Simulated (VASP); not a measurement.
# WS2 (P6_3/mmc) in VASP: a series of runs

WS2 is run at these levels: PBE+D3(BJ); tasks: single point.

Everything below comes from runs of VASP 6.6.1. Logs are shortened: lines on timing, memory, paths and dates and some standing lists are left out, and cuts for length are marked.

## 1. The cell of the first run

It takes space group P6_3/mmc (No. 194, hexagonal). Conventional cell: a = 3.154 Å, b = 3.154 Å, c = 12.140 Å, α = 90.00°, β = 90.00°, γ = 120.00°. W (site symmetry -6m2) has 6 S at 2.41 Å and 6 W at 3.15 Å within 3.2 Å. S (site symmetry 3m) has 3 W at 2.41 Å and 7 S at 3.15 Å within 3.2 Å.

## 2. Single point, PBE+D3(BJ)

File INCAR:

```
SYSTEM = WS2
PREC     = Accurate       ! precision mode
ENCUT    = 520            ! plane-wave cutoff, eV
EDIFF    = 1E-7           ! SCF threshold, eV
ISMEAR   = 0              ! smearing method
SIGMA    = 0.05           ! smearing width, eV
LREAL    = .FALSE.        ! projectors in reciprocal space
LASPH    = .TRUE.         ! aspherical terms in the spheres
NELM     = 60             ! most SCF steps
ALGO     = Normal         ! electronic algorithm
ISIF     = 2              ! what is computed and relaxed
LWAVE    = .FALSE.        ! write WAVECAR
LCHARG   = .FALSE.        ! write CHGCAR
GGA      = PE             ! functional
IVDW     = 12             ! dispersion correction
NBANDS   = 35             ! bands
```

File KPOINTS:

```
regular mesh
0
G
  10 10 3
  0 0 0
```

File POSCAR:

```
WS2
1.0
   -3.1542061832      0.0000000000      0.0000000000
   -1.5771030916     -2.7316226834      0.0000000000
    0.0000000000      0.0000000000     12.1399091344
W S
2 4
Direct
    0.3333333333      0.3333333333      0.2500000000
    0.6666666667      0.6666666667      0.7500000000
    0.3333333333      0.3333333333      0.6202874207
    0.6666666667      0.6666666667      0.1202874207
    0.3333333333      0.3333333333      0.8797125793
    0.6666666667      0.6666666667      0.3797125793
```

Potentials or basis: VASP PAW PBE potentials, release 64 (W_sv, S).

The run is started by

```console
$ cat potpaw_PBE.64/W_sv/POTCAR potpaw_PBE.64/S/POTCAR > POTCAR
$ mpirun -np 1 vasp_std > vasp.out
```

OUTCAR:

```text
SYSTEM = WS2
   PREC = Accurate
   ENCUT = 520
   EDIFF = 1E-7
   ISMEAR = 0
   LREAL = .FALSE.
   LASPH = .TRUE.
   NELM = 60
   ISIF = 2
   GGA = PE
   IVDW = 12
 IVDW          = 12

 ion  position               nearest neighbor table
   1  0.333  0.333  0.250-   4 2.41   6 2.41   4 2.41   6 2.41   4 2.41   6 2.41
   2  0.667  0.667  0.750-   3 2.41   5 2.41   3 2.41   5 2.41   3 2.41   5 2.41
   3  0.333  0.333  0.620-   2 2.41   2 2.41   2 2.41
   4  0.667  0.667  0.120-   1 2.41   1 2.41   1 2.41
   5  0.333  0.333  0.880-   2 2.41   2 2.41   2 2.41
   6  0.667  0.667  0.380-   1 2.41   1 2.41   1 2.41

  LATTYP: Found a hexagonal cell.
 ALAT       =     3.1542061832
 C/A-ratio  =     3.8488001194

  Lattice vectors:

 A1 = (   1.5771030916,   2.7316226834,   0.0000000000)
 A2 = (  -3.1542061832,   0.0000000000,   0.0000000000)
 A3 = (   0.0000000000,   0.0000000000,  12.1399091344)

Analysis of symmetry for initial positions (statically):
=====================================================================
 Subroutine PRICEL returns:
 Original cell was already a primitive cell.

 Routine SETGRP: Setting up the symmetry group for a
 hexagonal supercell.

 Subroutine GETGRP returns: Found 24 space group operations
 (whereof 12 operations were pure point group operations)
 out of a pool of 24 trial point group operations.

The static configuration has the point symmetry D_3d.
 The point group associated with its full space group is D_6h.

Analysis of symmetry for dynamics (positions and initial velocities):
=====================================================================
 Subroutine PRICEL returns:
 Original cell was already a primitive cell.

 Routine SETGRP: Setting up the symmetry group for a
 hexagonal supercell.

 Subroutine GETGRP returns: Found 24 space group operations
 (whereof 12 operations were pure point group operations)
 out of a pool of 24 trial point group operations.

The dynamic configuration has the point symmetry D_3d.
 The point group associated with its full space group is D_6h.

 Subroutine INISYM returns: Found 24 space group operations
 (whereof 12 operations are pure point group operations),
 and found     1 'primitive' translations

----------------------------------------------------------------------------------------

                                     Primitive cell

  volume of cell :     104.5987

  direct lattice vectors                    reciprocal lattice vectors
    -3.154206183  0.000000000  0.000000000    -0.317036979  0.183041385  0.000000000
    -1.577103092 -2.731622683  0.000000000     0.000000000 -0.366082771  0.000000000
     0.000000000  0.000000000 12.139909134     0.000000000  0.000000000  0.082372939

  length of vectors
     3.154206183  3.154206183 12.139909134     0.366082771  0.366082771  0.082372939

  position of ions in fractional coordinates (direct lattice)
     0.333333333  0.333333333  0.250000000
     0.666666667  0.666666667  0.750000000
     0.333333333  0.333333333  0.620287421
     0.666666667  0.666666667  0.120287421
     0.333333333  0.333333333  0.879712579
     0.666666667  0.666666667  0.379712579

  ion indices of the primitive-cell ions
   primitive index   ion index
                 1           1
                 2           2
                 3           3
                 4           4
                 5           5
                 6           6

----------------------------------------------------------------------------------------

 KPOINTS: regular mesh

Automatic generation of k-mesh.
 Grid dimensions read from file:
 generate k-points for:   10   10    3

 Generating k-lattice:

  Cartesian coordinates                     Fractional coordinates (reciprocal lattice)
    -0.031703698  0.018304139  0.000000000     0.100000000 -0.000000000  0.000000000
     0.000000000 -0.036608277  0.000000000     0.000000000  0.100000000  0.000000000
     0.000000000  0.000000000  0.027457646     0.000000000  0.000000000  0.333333333

  Length of vectors
     0.036608277  0.036608277  0.027457646

  Shift w.r.t. Gamma in fractional coordinates (k-lattice)
     0.000000000  0.000000000  0.000000000

 Subroutine IBZKPT returns following result:
 ===========================================

 Found     28 irreducible k-points:

 Following reciprocal coordinates:
            Coordinates               Weight
  0.000000  0.000000  0.000000      1.000000
  0.100000  0.000000  0.000000      6.000000
  0.200000  0.000000  0.000000      6.000000
  0.300000  0.000000  0.000000      6.000000
  0.400000  0.000000  0.000000      6.000000
  0.500000 -0.000000  0.000000      3.000000
[... 16 lines left out ...]
  0.400000  0.100000  0.333333     24.000000
  0.500000  0.100000  0.333333     24.000000
 [... further k-points ...]
   k-points           NKPTS =     28   k-points in BZ     NKDIM =     28   number of bands    NBANDS=     35
   number of dos      NEDOS =    301   number of ions     NIONS =      6
   total plane-waves  NPLWV =  51840
   dimension x,y,z NGX =    24 NGY =   24 NGZ =   90
   dimension x,y,z NGXF=    48 NGYF=   48 NGZF=  180
   ions per type =               2   4
   NGX,Y,Z   is equivalent  to a cutoff of  12.65, 12.65, 12.32 a.u.
   NGXF,Y,Z  is equivalent  to a cutoff of  25.30, 25.30, 24.65 a.u.
 SYSTEM =  WS2
   PREC   = accura    normal or accurate (medium, high low for compatibility)
   ISTART =      0    job   : 0-new  1-cont  2-samecut
   ICHARG =      2    charge: 1-file 2-atom 10-const
   ISPIN  =      1    spin polarized calculation?
   LNONCOLLINEAR =      F non collinear calculations
   LSORBIT =      F    spin-orbit coupling
   LASPH  =      T    aspherical Exc in radial PAW
   ENCUT  =  520.0 eV  38.22 Ry    6.18 a.u.   5.86  5.86 22.57*2*pi/ulx,y,z
   NELM   =     60;   NELMIN=  2; NELMDL= -5     # of ELM steps
   EDIFF  = 0.1E-06   stopping-criterion for ELM
   LREAL  =      F    real-space projection
   EDIFFG = 0.1E-05   stopping-criterion for IOM
   NSW    =      0    number of steps for IOM
   IBRION =     -1    ionic relax: 0-MD 1-quasi-New 2-CG
   NFREE  =      0    steps in history (QN), initial steepest desc. (CG)
   ISIF   =      2    stress and relaxation
   ISYM   =      2    0-nonsym 1-usesym 2-fastsym
   POTIM  = 0.5000    time-step for ionic-motion
   TEBEG  =    0.0;   TEEND  =   0.0 temperature during run
   PSTRESS=    0.0 pullay stress
   NELECT =      52.0000    total number of electrons
   NUPDOWN=      -1.0000    fix difference up-down
   EMIN   =  10.00;   EMAX   =-10.00  energy-range for DOS
   EFERMI =   0.00;   METHOD = LEGACY
   ISMEAR =     0;   SIGMA  =   0.05  broadening in eV -4-tet -1-fermi 0-gaus
   EFERMI_NEDOS =   21; number of points for ismear=-14 and -15
   IALGO  =     38    algorithm
   IMIX   =      4    mixing-type and parameters
     AMIX     =   0.40;   BMIX     =  1.00
     AMIX_MAG =   1.60;   BMIX_MAG =  1.00
  volume/ion in A,a.u.               =      17.43       117.64
  Fermi-wavevector in a.u.,A,eV,Ry     =   1.296882  2.450752 22.883686  1.681903
  Thomas-Fermi vector in A             =   2.428310
   LORBIT       =      0    0 simple, 1 ext, 2 COOP (PROOUT), +10 PAW based schemes
   GGA     = PE    functional components
   LHFCALC =     F    Hartree Fock is set to
   AEXX    =    0.0000 exact exchange contribution
   IVDW    =    12    specifies the selected vdW correction
   LEPSILON=     F    determine dielectric tensor
   LRPA    =     F    only Hartree local field effects (RPA)
 non-spin polarized calculation
 Gauss-broadening in eV      SIGMA  =   0.05
  energy-cutoff  :      520.00
  volume of cell :      104.60
 maximum number of plane-waves:      2832
   NGX = 11   NGY = 11   NGZ = 45

 number of electron      51.9999998 magnetization

 Free energy of the ion-electron system (eV)
  ---------------------------------------------------
  ext. energy  EPLUGINS =         0.00000000
  ---------------------------------------------------
  free energy    TOTEN  =       -47.18935190 eV

  energy without entropy =      -47.18935190  energy(sigma->0) =      -47.18935190

 E-fermi :   8.1382     XC(G=0): -11.0786

 val. band max:        7.7313935417   @ k =   0.0000   0.0000   0.0000
 cond. band min:       8.7081893043   @ k =   0.4000   0.2000   0.0000
 fundamental gap:      0.9767957625
 Fermi energy:         8.1382221967

 k-point     1 :       0.0000    0.0000    0.0000
  band No.  band energies     occupation
      1     -66.9190      2.00000
      2     -66.9190      2.00000
      3     -31.1762      2.00000
      4     -31.1762      2.00000
      5     -30.9985      2.00000
      6     -30.9985      2.00000
[... 27 lines left out ...]
     34      10.2431      0.00000
     35      12.4899      0.00000

 k-point     2 :       0.1000    0.0000    0.0000
  band No.  band energies     occupation
      1     -66.9172      2.00000
      2     -66.9171      2.00000
      3     -31.1698      2.00000
      4     -31.1698      2.00000
      5     -31.0341      2.00000
      6     -31.0341      2.00000
[... 27 lines left out ...]
     34      10.3417      0.00000
     35      13.2404      0.00000

 k-point     3 :       0.2000    0.0000    0.0000
  band No.  band energies     occupation
      1     -66.9124      2.00000
      2     -66.9124      2.00000
      3     -31.1529      2.00000
      4     -31.1529      2.00000
      5     -31.1265      2.00000
      6     -31.1265      2.00000
[... 27 lines left out ...]
     34      11.0291      0.00000
     35      14.4026      0.00000

 k-point     4 :       0.3000    0.0000    0.0000
  band No.  band energies     occupation
      1     -66.9065      2.00000
      2     -66.9065      2.00000
      3     -31.2386      2.00000
      4     -31.2386      2.00000
      5     -31.1320      2.00000
      6     -31.1320      2.00000
[... 27 lines left out ...]
     34      11.6428      0.00000
     35      13.9379      0.00000

 k-point     5 :       0.4000    0.0000    0.0000
  band No.  band energies     occupation
      1     -66.9018      2.00000
      2     -66.9018      2.00000
      3     -31.3278      2.00000
      4     -31.3278      2.00000
      5     -31.1150      2.00000
      6     -31.1150      2.00000
[... 638 lines left out ...]
 k-point    22 :       0.3000    0.1000    0.3333
  band No.  band energies     occupation
      1     -66.9086      2.00000
      2     -66.9086      2.00000
      3     -31.1915      2.00000
      4     -31.1915      2.00000
      5     -31.1392      2.00000
      6     -31.1392      2.00000
[... 27 lines left out ...]
     34      11.6224      0.00000
     35      14.7201      0.00000

 k-point    23 :       0.4000    0.1000    0.3333
  band No.  band energies     occupation
      1     -66.9032      2.00000
      2     -66.9032      2.00000
      3     -31.2856      2.00000
      4     -31.2856      2.00000
      5     -31.1203      2.00000
      6     -31.1202      2.00000
[... 27 lines left out ...]
     34      11.9684      0.00000
     35      13.6330      0.00000

 k-point    24 :       0.5000    0.1000    0.3333
  band No.  band energies     occupation
      1     -66.9000      2.00000
      2     -66.9000      2.00000
      3     -31.3429      2.00000
      4     -31.3429      2.00000
      5     -31.1085      2.00000
      6     -31.1085      2.00000
[... 27 lines left out ...]
     34      11.7883      0.00000
     35      12.6994      0.00000

 [... further k-points ...]

------------------------ aborting loop because EDIFF is reached ----------------------------------------

 Edisp (eV)   -2.61078

 E8    (eV) :    -1.0972

  FORCE on cell =-STRESS in cart. coord.  units (eV):
  Direction    XX          YY          ZZ          XY          YZ          ZX
  --------------------------------------------------------------------------------------
  -------------------------------------------------------------------------------------
  Total      -0.03190    -0.03190    -0.02861     0.00000     0.00000     0.00000
  in kB      -0.48861    -0.48861    -0.43816     0.00000     0.00000     0.00000
  external pressure =       -0.47 kB  Pullay stress =        0.00 kB

 VOLUME and BASIS-vectors are now :
 -----------------------------------------------------------------------------
  energy-cutoff  :      520.00
  volume of cell :      104.60
      direct lattice vectors                 reciprocal lattice vectors
    -3.154206183  0.000000000  0.000000000    -0.317036979  0.183041385  0.000000000
    -1.577103092 -2.731622683  0.000000000     0.000000000 -0.366082771  0.000000000
     0.000000000  0.000000000 12.139909134     0.000000000  0.000000000  0.082372939

 POSITION                                       TOTAL-FORCE (eV/Angst)
 -----------------------------------------------------------------------------------
     -1.57710     -0.91054      3.03498         0.000000     -0.000000     -0.000000
     -3.15421     -1.82108      9.10493        -0.000000      0.000000     -0.000000
     -1.57710     -0.91054      7.53023         0.000000     -0.000000     -0.001770
     -3.15421     -1.82108      1.46028         0.000000      0.000000     -0.001770
     -1.57710     -0.91054     10.67963        -0.000000     -0.000000      0.001770
     -3.15421     -1.82108      4.60968        -0.000000      0.000000      0.001770
 -----------------------------------------------------------------------------------
    total drift:                               -0.000000     -0.000000      0.000000

  FREE ENERGIE OF THE ION-ELECTRON SYSTEM (eV)
  ---------------------------------------------------
  free  energy   TOTEN  =       -49.8001318048 eV

  energy  without entropy=      -49.8001318048  energy(sigma->0) =      -49.80013180
```

It took 1.9 min on 1 thread of Intel Xeon Platinum 8259CL at 2.50GHz (Skylake/Cascade Lake), shared host; peak memory 0.27 GiB.

Results:

| Property | Result |
| --- | --- |
| Free energy | -49.8001 eV |
| Pressure | 0.0 GPa |
| Band gap on the k mesh | 0.98 eV (least direct gap 2.15 eV) |
| Dispersion energy per atom | -0.435 eV |

Caveat: spin-orbit coupling is left out, which moves the levels of the heavy elements; an odd mesh through Γ misses points on the zone boundary, where band edges can lie. As with any semilocal functional, this PBE gap is likely too small.

(Continued in part 2 of 2.)
